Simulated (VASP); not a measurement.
# AlSn (P-6m2) in VASP: notebook

Runs on AlSn. Level: PBEsol. Tasks: electric field gradients.

All numbers are computed with VASP 6.6.1; they aren't measurements. Logs are shortened: lines on timing, memory, paths and dates and some standing lists are left out, and cuts for length are marked.

## Step 1: The cell of the first run

It takes space group P-6m2 (No. 187, hexagonal). The conventional cell has a = 4.253 Å, b = 4.253 Å, c = 3.350 Å, α = 90.00°, β = 90.00°, γ = 120.00°. Al (site symmetry -6m2) has 6 Sn at 2.97 Å and 2 Al at 3.35 Å within 3.9 Å. Within 3.9 Å of Sn (site symmetry -6m2) lie 6 Al at 2.97 Å and 2 Sn at 3.35 Å.

## Step 2: Electric field gradients, PBEsol (volume scaled by 1.04)

File INCAR:

```
ALGO = Normal
EDIFF = 1E-8
ENCUT = 520
GGA = PS
ISIF = 2
ISMEAR = -1
LASPH = T
LCHARG = F
LEFG = T
LREAL = F
LWAVE = F
NBANDS = 16
NELM = 80
PREC = Accurate
SIGMA = 0.05
```

File KPOINTS:

```
k-points
0
Gamma
  11 11 12
```

File POSCAR:

```
AlSn
1.0
    4.2533501827      0.0000000000      0.0000000000
   -2.1266750914      3.6835093094      0.0000000000
    0.0000000000      0.0000000000      3.3503631350
Al Sn
1 1
Direct
    0.0000000000      0.0000000000      0.0000000000
    0.3333333333      0.6666666667      0.5000000000
```

Potentials or basis: VASP PAW PBE potentials, release 64 (Al, Sn_d).

The run is started by

```sh
cat potpaw_PBE.64/Al/POTCAR potpaw_PBE.64/Sn_d/POTCAR > POTCAR
mpirun -np 1 vasp_std > vasp.out
```

OUTCAR:

```text
EDIFF = 1E-8
   ENCUT = 520
   GGA = PS
   ISIF = 2
   ISMEAR = -1
   LASPH = T
   LREAL = F
   NELM = 80
   PREC = Accurate

 ion  position               nearest neighbor table
   1  0.000  0.000  0.000-   2 2.97   2 2.97   2 2.97   2 2.97   2 2.97   2 2.97
   2  0.333  0.667  0.500-   1 2.97   1 2.97   1 2.97   1 2.97   1 2.97   1 2.97

  LATTYP: Found a hexagonal cell.
 ALAT       =     4.2533501827
 C/A-ratio  =     0.7876998110

  Lattice vectors:

 A1 = (   4.2533501827,   0.0000000000,   0.0000000000)
 A2 = (  -2.1266750914,   3.6835093094,   0.0000000000)
 A3 = (   0.0000000000,   0.0000000000,   3.3503631350)

Analysis of symmetry for initial positions (statically):
=====================================================================
 Subroutine PRICEL returns:
 Original cell was already a primitive cell.

 Routine SETGRP: Setting up the symmetry group for a
 hexagonal supercell.

 Subroutine GETGRP returns: Found 12 space group operations
 (whereof 12 operations were pure point group operations)
 out of a pool of 24 trial point group operations.

The static configuration has the point symmetry D_3h.

Analysis of symmetry for dynamics (positions and initial velocities):
=====================================================================
 Subroutine PRICEL returns:
 Original cell was already a primitive cell.

 Routine SETGRP: Setting up the symmetry group for a
 hexagonal supercell.

 Subroutine GETGRP returns: Found 12 space group operations
 (whereof 12 operations were pure point group operations)
 out of a pool of 24 trial point group operations.

The dynamic configuration has the point symmetry D_3h.

 Subroutine INISYM returns: Found 12 space group operations
 (whereof 12 operations are pure point group operations),
 and found     1 'primitive' translations

----------------------------------------------------------------------------------------

                                     Primitive cell

  volume of cell :      52.4910

  direct lattice vectors                    reciprocal lattice vectors
     4.253350183  0.000000000  0.000000000     0.235108786  0.135740121  0.000000000
    -2.126675091  3.683509309  0.000000000     0.000000000  0.271480242  0.000000000
     0.000000000  0.000000000  3.350363135     0.000000000  0.000000000  0.298475108

  length of vectors
     4.253350183  4.253350183  3.350363135     0.271480242  0.271480242  0.298475108

  position of ions in fractional coordinates (direct lattice)
     0.000000000  0.000000000  0.000000000
     0.333333333  0.666666667  0.500000000

  ion indices of the primitive-cell ions
   primitive index   ion index
                 1           1
                 2           2

----------------------------------------------------------------------------------------

 KPOINTS: k-points

Automatic generation of k-mesh.
 Grid dimensions read from file:
 generate k-points for:   11   11   12

 Generating k-lattice:

  Cartesian coordinates                     Fractional coordinates (reciprocal lattice)
     0.021373526  0.012340011  0.000000000     0.090909091 -0.000000000  0.000000000
     0.000000000  0.024680022  0.000000000     0.000000000  0.090909091  0.000000000
     0.000000000  0.000000000  0.024872926     0.000000000  0.000000000  0.083333333

  Length of vectors
     0.024680022  0.024680022  0.024872926

  Shift w.r.t. Gamma in fractional coordinates (k-lattice)
     0.000000000  0.000000000  0.000000000

 Subroutine IBZKPT returns following result:
 ===========================================

 Found    112 irreducible k-points:

 Following reciprocal coordinates:
            Coordinates               Weight
  0.000000  0.000000  0.000000      1.000000
  0.090909  0.000000  0.000000      6.000000
  0.181818  0.000000  0.000000      6.000000
  0.272727 -0.000000  0.000000      6.000000
  0.363636  0.000000  0.000000      6.000000
  0.454545  0.000000  0.000000      6.000000
[... 16 lines left out ...]
  0.090909  0.090909  0.083333     12.000000
  0.181818  0.090909  0.083333     24.000000
 [... further k-points ...]
   k-points           NKPTS =    112   k-points in BZ     NKDIM =    112   number of bands    NBANDS=     16
   number of dos      NEDOS =    301   number of ions     NIONS =      2
   total plane-waves  NPLWV =  28672
   dimension x,y,z NGX =    32 NGY =   32 NGZ =   28
   dimension x,y,z NGXF=    64 NGYF=   64 NGZF=   56
   ions per type =               1   1
   NGX,Y,Z   is equivalent  to a cutoff of  12.51, 12.51, 13.89 a.u.
   NGXF,Y,Z  is equivalent  to a cutoff of  25.01, 25.01, 27.79 a.u.
 SYSTEM =  unknown system
   PREC   = accura    normal or accurate (medium, high low for compatibility)
   ISTART =      0    job   : 0-new  1-cont  2-samecut
   ICHARG =      2    charge: 1-file 2-atom 10-const
   ISPIN  =      1    spin polarized calculation?
   LNONCOLLINEAR =      F non collinear calculations
   LSORBIT =      F    spin-orbit coupling
   LASPH  =      T    aspherical Exc in radial PAW
   ENCUT  =  520.0 eV  38.22 Ry    6.18 a.u.   7.91  7.91  6.23*2*pi/ulx,y,z
   NELM   =     80;   NELMIN=  2; NELMDL= -5     # of ELM steps
   EDIFF  = 0.1E-07   stopping-criterion for ELM
   LREAL  =      F    real-space projection
   EDIFFG = 0.1E-06   stopping-criterion for IOM
   NSW    =      0    number of steps for IOM
   IBRION =     -1    ionic relax: 0-MD 1-quasi-New 2-CG
   NFREE  =      0    steps in history (QN), initial steepest desc. (CG)
   ISIF   =      2    stress and relaxation
   ISYM   =      2    0-nonsym 1-usesym 2-fastsym
   POTIM  = 0.5000    time-step for ionic-motion
   TEBEG  =    0.0;   TEEND  =   0.0 temperature during run
   PSTRESS=    0.0 pullay stress
   NELECT =      17.0000    total number of electrons
   NUPDOWN=      -1.0000    fix difference up-down
   EMIN   =  10.00;   EMAX   =-10.00  energy-range for DOS
   EFERMI =   0.00;   METHOD = LEGACY
   ISMEAR =    -1;   SIGMA  =   0.05  broadening in eV -4-tet -1-fermi 0-gaus
   EFERMI_NEDOS =   21; number of points for ismear=-14 and -15
   IALGO  =     38    algorithm
   IMIX   =      4    mixing-type and parameters
     AMIX     =   0.40;   BMIX     =  1.00
     AMIX_MAG =   1.60;   BMIX_MAG =  1.00
  volume/ion in A,a.u.               =      26.25       177.11
  Fermi-wavevector in a.u.,A,eV,Ry     =   1.124250  2.124524 17.196920  1.263938
  Thomas-Fermi vector in A             =   2.260921
   LORBIT       =      0    0 simple, 1 ext, 2 COOP (PROOUT), +10 PAW based schemes
   GGA     = PS    functional components
   LHFCALC =     F    Hartree Fock is set to
   AEXX    =    0.0000 exact exchange contribution
   IVDW    =     0    specifies the selected vdW correction
   LEPSILON=     F    determine dielectric tensor
   LRPA    =     F    only Hartree local field effects (RPA)
 non-spin polarized calculation
  energy-cutoff  :      520.00
  volume of cell :       52.49
 maximum number of plane-waves:      1440
 NGX is ok and might be reduce to    32
   NGX = 15   NGY = 15   NGZ = 13

 number of electron      17.0000003 magnetization

 Free energy of the ion-electron system (eV)
  ---------------------------------------------------
  ext. energy  EPLUGINS =         0.00000000
  ---------------------------------------------------
  free energy    TOTEN  =        -7.91360761 eV

  energy without entropy =       -7.90271138  energy(sigma->0) =       -7.90815949

 E-fermi :   5.9112     XC(G=0):  -9.5273

 val. band max:        5.9063275734   @ k =   0.0909   0.0000   0.1667
 cond. band min:       5.9276968076   @ k =   0.0909   0.0909   0.2500
 fundamental gap:      0.0213692342
 Fermi energy:         5.9111766763

 k-point     1 :       0.0000    0.0000    0.0000
  band No.  band energies     occupation
      1     -15.3333      2.00000
      2     -15.2302      2.00000
      3     -15.2302      2.00000
      4     -15.2200      2.00000
      5     -15.2200      2.00000
      6      -4.2974      2.00000
[... 8 lines left out ...]
     15      16.9830      0.00000
     16      18.5268      0.00000

 k-point     2 :       0.0909    0.0000    0.0000
  band No.  band energies     occupation
      1     -15.3327      2.00000
      2     -15.2304      2.00000
      3     -15.2289      2.00000
      4     -15.2204      2.00000
      5     -15.2201      2.00000
      6      -4.2149      2.00000
[... 8 lines left out ...]
     15      16.3066      0.00000
     16      18.4461      0.00000
[... 387 lines left out ...]
      5     -15.2241      2.00000
      6      -3.9571      2.00000
[... 8 lines left out ...]
     15      14.7117      0.00000
     16      16.4617      0.00000

 k-point    24 :       0.1818    0.0909    0.0833
  band No.  band energies     occupation
      1     -15.3193      2.00000
      2     -15.2305      2.00000
      3     -15.2264      2.00000
      4     -15.2248      2.00000
      5     -15.2221      2.00000
      6      -3.6383      2.00000
[... 8 lines left out ...]
     15      15.2617      0.00000
     16      15.9565      0.00000

 [... further k-points ...]
[... 5 lines left out ...]
  --------------------------------------------------------------------------------------
  -------------------------------------------------------------------------------------
  Total       -1.0381670     -1.0381670     -1.5419042      0.0000000     -0.0000000      0.0000000
  in kB      -31.6878674    -31.6878674    -47.0633865      0.0000000     -0.0000000      0.0000000
  external PRESSURE =     -36.8130404 kB  Pullay stress =       0.0000000 kB

 VOLUME and BASIS-vectors are now :
 -----------------------------------------------------------------------------
  energy-cutoff  :      520.00
  volume of cell :       52.49
      direct lattice vectors                 reciprocal lattice vectors
     4.253350183  0.000000000  0.000000000     0.235108786  0.135740121  0.000000000
    -2.126675091  3.683509309  0.000000000     0.000000000  0.271480242  0.000000000
     0.000000000  0.000000000  3.350363135     0.000000000  0.000000000  0.298475108

 POSITION                                       TOTAL-FORCE (eV/Angst)
 -----------------------------------------------------------------------------------
      0.00000      0.00000      0.00000         0.000000      0.000000      0.000000
     -0.00000      2.45567      1.67518        -0.000000      0.000000      0.000000
 -----------------------------------------------------------------------------------
    total drift:                                0.000000     -0.000000     -0.000000

  FREE ENERGIE OF THE ION-ELECTRON SYSTEM (eV)
  ---------------------------------------------------
  free  energy   TOTEN  =        -7.9136076076 eV

  energy  without entropy=       -7.9027113817  energy(sigma->0) =       -7.90815949

 Electric field gradients (V/A^2)
---------------------------------------------------------------------
 ion       V_xx      V_yy      V_zz      V_xy      V_xz      V_yz
---------------------------------------------------------------------
   1      -2.372    -2.373     4.745    -0.000    -0.000    -0.000
   2     -32.400   -32.399    64.799     0.001     0.000    -0.000
---------------------------------------------------------------------

 Electric field gradients after diagonalization (V/A^2)
 (convention: |V_zz| > |V_xx| > |V_yy|)
----------------------------------------------------------------------
 ion       V_xx      V_yy      V_zz     asymmetry (V_yy - V_xx)/ V_zz
----------------------------------------------------------------------
   1      -2.373    -2.372     4.745       0.000
   2     -32.400   -32.398    64.799       0.000
----------------------------------------------------------------------

           NMR quadrupolar parameters

 Cq : quadrupolar parameter    Cq=e*Q*V_zz/h
 eta: asymmetry parameters     (V_yy - V_xx)/ V_zz
 Q  : nuclear electric quadrupole moment in mb (millibarn)
----------------------------------------------------------------------
 ion       Cq(MHz)       eta       Q (mb)
----------------------------------------------------------------------
   1       0.011       0.000       1.000
   2       0.157       0.000       1.000
----------------------------------------------------------------------
```

Run time: 30 s. Hardware: 1 thread of Intel Xeon 6975P-C (Granite Rapids), shared host; peak memory 0.23 GiB.

Results:

```yaml
Free_energy: -7.9136 eV
Pressure: -3.7 GPa
```

Electric field gradients, principal values (V/Å²):
| atom | least | middle | greatest (by size) |
| --- | --- | --- | --- |
| 1 Al | -2.372 | -2.373 | 4.745 |
| 2 Sn | -32.398 | -32.400 | 64.799 |

Caveat: without QUAD_EFG the Cq values of the log hold for a quadrupole moment of 1 mb, not for the nuclei; the PAW data sets were made with another functional, which shifts forces and pressure a little; spin-orbit coupling is left out, which moves the levels of the heavy elements.

[end of part 1 of 2]
